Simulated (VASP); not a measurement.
CuF:

```xyz
4
Lattice="3.2965 0.0000 0.0000 -1.6483 2.8549 0.0000 0.0000 0.0000 5.2009" Properties=species:S:1:pos:R:3 pbc="T T T"
Cu    0.0000    0.0000    0.0000
Cu    0.0000    0.0000    2.6004
F     0.0000    1.9033    1.3002
F     1.6483    0.9516    3.9006
```

- Program: VASP 6.6.1
- Task: relaxation of cell and atoms
- Functional: LDA
- Potentials or basis: VASP PAW LDA potentials, release 64 (Cu, F)
- Cutoff: 600 eV
- k mesh: 12 × 12 × 4
- Occupations: fermi-dirac, width 0.02 eV
- Spin: no spin polarisation

At the start: pressure -11.1 GPa; volume 12.24 Å³/atom.

**Question.** How do energy, volume and symmetry change on relaxing?

**Answer.** Over 10 steps the energy falls by 57.4 meV/atom and the volume is 10.76 Å³/atom (-12.1 %); space group P6_3/mmc (No. 194, to 0.1 Å) before and after.

The path:
| step | energy change (eV) | largest force (eV/Å) | pressure (GPa) | volume (Å³) |
| --- | --- | --- | --- | --- |
| 1 | 0.0000 | 0.0000 | -11.11 | 48.95 |
| 2 | -0.2285 | 0.0000 | -0.01 | 43.18 |
| 3 | -0.2285 | 0.0000 | 0.01 | 43.18 |
| 4 | -0.2284 | 0.0000 | -0.36 | 43.29 |
| 5 | -0.2286 | 0.0000 | -0.37 | 43.28 |
| 6 | -0.2290 | 0.0000 | -0.34 | 43.24 |
| 7 | -0.2296 | 0.0000 | -0.13 | 43.16 |
| 8 | -0.2297 | 0.0000 | -0.22 | 43.12 |
| 9 | -0.2291 | 0.0000 | 0.94 | 42.82 |
| 10 | -0.2297 | 0.0000 | -0.04 | 43.04 |

Final structure:
```
Cu F
1.0
     3.13956    0.00000    0.00000
    -1.56978    2.71894    0.00000
     0.00000    0.00000    5.04249
Cu F
2 2
Direct
  0.00000 0.00000 0.00000
  0.00000 0.00000 0.50000
  0.33333 0.66667 0.25000
  0.66667 0.33333 0.75000
```
